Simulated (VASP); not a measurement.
Input of a VASP 6.6.1 run:

POSCAR

```
Zn31S33
1.0
   10.7125360000      0.0000000000      0.0000000000
    0.0000000000     10.7125360000      0.0000000000
    0.0000000000      0.0000000000     10.7125360000
Zn S
31 33
Direct
    0.0004220000      0.0001290000      0.0006060000
    0.9997060000      0.9994040000      0.4999090000
    0.9996000000      0.4995240000      0.9999430000
    0.0026920000      0.5003270000      0.5005420000
    0.4997100000      0.9992480000      0.9999060000
    0.5005240000      0.0025030000      0.5005010000
    0.5004480000      0.5002060000      0.0026060000
    0.2502320000      0.2498900000      0.0019690000
    0.2486860000      0.2484800000      0.4988060000
    0.2482010000      0.7516100000      0.0013010000
    0.2446820000      0.7557020000      0.5041650000
    0.7518560000      0.2479210000      0.0012480000
    0.7558980000      0.2444790000      0.5039630000
    0.7501930000      0.7499250000      0.9998320000
    0.7575730000      0.7573180000      0.4871270000
    0.2501410000      0.0016820000      0.2502300000
    0.2481300000      0.0006200000      0.7519760000
    0.2486300000      0.4980840000      0.2487960000
    0.2447150000      0.5037620000      0.7560460000
    0.7519080000      0.0006130000      0.2481460000
    0.7501600000      0.9997660000      0.7502780000
    0.7555510000      0.5037480000      0.2452090000
    0.7575250000      0.4862880000      0.7576070000
    0.0020430000      0.2498400000      0.2501790000
    0.0007340000      0.2478940000      0.7519340000
    0.0008070000      0.7515460000      0.2481580000
    0.0000560000      0.7499320000      0.7503210000
    0.4985090000      0.2482390000      0.2487050000
    0.5041490000      0.2445680000      0.7559250000
    0.5042890000      0.7552600000      0.2452670000
    0.4865910000      0.7571190000      0.7574990000
    0.5020480000      0.5021360000      0.5021980000
    0.1251200000      0.1247560000      0.1249870000
    0.1248440000      0.1245980000      0.6252030000
    0.1248570000      0.6246920000      0.1249530000
    0.1250670000      0.6252830000      0.6255420000
    0.6249860000      0.1244280000      0.1248120000
    0.6255830000      0.1248030000      0.6254730000
    0.6255060000      0.6251690000      0.1249860000
    0.6143760000      0.6142450000      0.6144830000
    0.3756450000      0.3753160000      0.1261000000
    0.3707730000      0.3705980000      0.6365880000
    0.3738600000      0.8756180000      0.1247920000
    0.3740600000      0.8776430000      0.6239180000
    0.8760370000      0.3735140000      0.1246740000
    0.8778440000      0.3737920000      0.6238730000
    0.8746020000      0.8743030000      0.1236820000
    0.8728160000      0.8725180000      0.6249340000
    0.3754840000      0.1258190000      0.3756890000
    0.3737310000      0.1240460000      0.8761650000
    0.3707080000      0.6356800000      0.3711760000
    0.3738820000      0.6237700000      0.8779760000
    0.8762290000      0.1240480000      0.3736240000
    0.8746350000      0.1235370000      0.8747690000
    0.8777840000      0.6237880000      0.3741030000
    0.8727090000      0.6245200000      0.8726160000
    0.1260360000      0.3752690000      0.3757260000
    0.1242620000      0.3733480000      0.8762490000
    0.1243430000      0.8758320000      0.3736310000
    0.1238940000      0.8743710000      0.8747740000
    0.6361130000      0.3701610000      0.3708020000
    0.6240710000      0.3736510000      0.8779850000
    0.6241120000      0.8776120000      0.3741250000
    0.6247650000      0.8723490000      0.8725730000
```

INCAR.step1

```
SYSTEM = Zn31S33
  PREC = Accurate
  ENCUT = 400
  EDIFF = 1E-5
  ISMEAR = -1
  SIGMA = 0.05
  LREAL = Auto
  LASPH = .TRUE.
  NELM = 120
  ALGO = Normal
  ISIF = 2
  LWAVE = .TRUE.
  LCHARG = .FALSE.
  GGA = PE
  NELECT = 568.0
  ISYM = -1
  NBANDS = 323
  GGA_COMPAT = .FALSE.
  KPAR = 1
```

INCAR.step2

```
SYSTEM = Zn31S33
  PREC = Accurate
  ENCUT = 400
  EDIFF = 1E-6
  ISMEAR = -1
  SIGMA = 0.05
  LREAL = Auto
  LASPH = .TRUE.
  NELM = 120
  ALGO = Normal
  ISIF = 2
  LWAVE = .FALSE.
  LCHARG = .FALSE.
  GGA = PE
  LHFCALC = .TRUE.
  HFSCREEN = 0.2079
  PRECFOCK = Fast
  ISTART = 1
  NELECT = 568.0
  ISYM = -1
  NBANDS = 323
  GGA_COMPAT = .FALSE.
  KPAR = 1
```

File KPOINTS:

```
explicit points
1
Reciprocal
  0.25000000   0.25000000   0.25000000 1
```

Potentials or basis: VASP PAW PBE potentials, release 64 (Zn, S).

The run is started by

```sh
$ cat potpaw_PBE.64/Zn/POTCAR potpaw_PBE.64/S/POTCAR > POTCAR
$ cp INCAR.step1 INCAR
$ mpirun -np 4 vasp_std > vasp.out
$ cp INCAR.step2 INCAR
$ mpirun -np 4 vasp_std > vasp.out
```

**Question.** What does it give for the largest force?

**Answer.** 0.623 eV/Å.

Forces on the atoms (eV/Å):
```
Zn  -0.001  0.000 -0.018
Zn   0.007  0.008  0.013
Zn   0.001  0.017 -0.011
Zn  -0.026 -0.006 -0.010
Zn   0.020  0.000 -0.013
Zn  -0.006 -0.026 -0.009
Zn  -0.005 -0.005 -0.022
Zn  -0.014 -0.011 -0.014
Zn  -0.048 -0.051 -0.042
Zn  -0.010 -0.006 -0.012
Zn  -0.037  0.041  0.027
Zn  -0.003 -0.011 -0.011
Zn   0.041 -0.038  0.024
Zn   0.005  0.007 -0.004
Zn   0.016  0.015 -0.033
Zn  -0.011 -0.009 -0.016
Zn  -0.004 -0.001 -0.015
Zn  -0.053 -0.043 -0.058
Zn  -0.044  0.025  0.037
Zn  -0.010 -0.003 -0.010
Zn   0.012 -0.005  0.010
Zn   0.040  0.021 -0.045
Zn   0.022 -0.019  0.014
Zn  -0.012 -0.010 -0.017
Zn   0.004 -0.006 -0.013
Zn   0.000 -0.009 -0.009
Zn  -0.006  0.014  0.008
Zn  -0.043 -0.049 -0.053
Zn   0.024 -0.047  0.037
Zn   0.022  0.041 -0.047
Zn  -0.019  0.025  0.016
S    0.073  0.073  0.092
S    0.007  0.007  0.016
S    0.016  0.018 -0.016
S    0.021 -0.013  0.031
S    0.034 -0.014 -0.003
S   -0.011  0.021  0.030
S   -0.012  0.035 -0.002
S   -0.007 -0.008  0.043
S   -0.363 -0.356 -0.360
S    0.021  0.021  0.042
S    0.234  0.239 -0.184
S    0.012 -0.001  0.018
S    0.016 -0.018 -0.001
S   -0.001  0.011  0.016
S   -0.017  0.015 -0.002
S   -0.004 -0.006  0.015
S   -0.023 -0.023  0.001
S    0.023  0.041  0.025
S    0.020  0.017 -0.001
S    0.258 -0.165  0.241
S    0.024 -0.012 -0.014
S   -0.006  0.014  0.019
S   -0.011  0.005  0.003
S   -0.020 -0.009  0.026
S   -0.022 -0.015 -0.015
S    0.042  0.022  0.025
S    0.016  0.020 -0.002
S    0.015 -0.007  0.020
S    0.003 -0.010  0.004
S   -0.160  0.253  0.230
S   -0.013  0.025 -0.014
S   -0.009 -0.020  0.028
S   -0.016 -0.020 -0.015
```

Caveat: the cell carries a net charge on a neutralising background, which shifts energy and pressure; the PAW data sets were made with another functional, which shifts forces and pressure a little.
